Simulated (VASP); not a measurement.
Wanted: the native input for a VASP 6.6.1 run.

```yaml
Task: single point
Functional: PBEsol
Potentials_or_basis: VASP PAW PBE potentials, release 64 (Zr_sv, H)
Cutoff: 520 eV
k_mesh: 3 × 2 × 3
Occupations: gaussian, width 0.05 eV
Spin: no spin polarisation
Dipole_correction: no
Further_INCAR_settings: ALGO = Normal; EDIFF = 1e-07; NBANDS = 84
```

The structure of Zr12H (a cell with a defect) lies in POSCAR:

```
Zr12H
1.0
    6.4600000000      0.0000000000      0.0000000000
   -4.8450000000      8.3917860000      0.0000000000
    0.0000000000      0.0000000000      5.1453900000
Zr H
12 1
Direct
    0.0016974411      0.0016221815      0.0014778277
    0.1645092434      0.2200249148      0.4967745885
    0.0035845319      0.3304256090     -0.0080442882
    0.1726994730      0.5576277803      0.4949455726
    0.0030174880      0.6712829665     -0.0024709497
    0.1694635830      0.8917863253      0.4968808973
    0.4976531941     -0.0029022427      0.0028314666
    0.6639286947      0.2175255661      0.5022122716
    0.4941090599      0.3313776114      0.0055319422
    0.6633605219      0.5586875070      0.5081311621
    0.5028630385      0.6691550523      0.0037443226
    0.6654971210      0.8875276371      0.4989936623
    0.8354631080      0.4451949799     -0.2497295637
```

The input as run:

INCAR

```
SYSTEM = Zr12H
PREC     = Accurate       ! precision mode
ENCUT    = 520            ! plane-wave cutoff, eV
EDIFF    = 1E-7           ! SCF threshold, eV
ISMEAR   = 0              ! smearing method
SIGMA    = 0.05           ! smearing width, eV
LREAL    = .False.        ! projectors in reciprocal space
LASPH    = .True.         ! aspherical terms in the spheres
NELM     = 80             ! most SCF steps
ALGO     = Normal         ! electronic algorithm
ISIF     = 2              ! what is computed and relaxed
LWAVE    = .False.        ! write WAVECAR
LCHARG   = .True.         ! write CHGCAR
GGA      = PS             ! functional
LELF     = .True.         ! ELF
LVHAR    = .True.       
NBANDS   = 84             ! bands
```

KPOINTS

```
regular mesh
0
Gamma
  3 2 3
  0 0 0
```

Potentials or basis: VASP PAW PBE potentials, release 64 (Zr_sv, H).

Launch:

```bash
$ cat potpaw_PBE.64/Zr_sv/POTCAR potpaw_PBE.64/H/POTCAR > POTCAR
$ mpirun -np 1 vasp_std > vasp.out
```

Results of the run:

```
Pressure               : -2.3 GPa
Largest force          : 0.018 eV/Å
Band gap on the k mesh : zero (an odd number of electrons rules out a gap without spin polarisation)
```

Caveat: the k points lie up to 0.41 Å⁻¹ apart, too coarse for converged energies and pressures of a metal; the PAW data sets were made with another functional, which shifts forces and pressure a little.

It took 5.7 min on 1 thread of Intel(R) Xeon(R) Platinum 8488C (Sapphire Rapids), with other jobs on the host, peak memory 0.42 GiB.
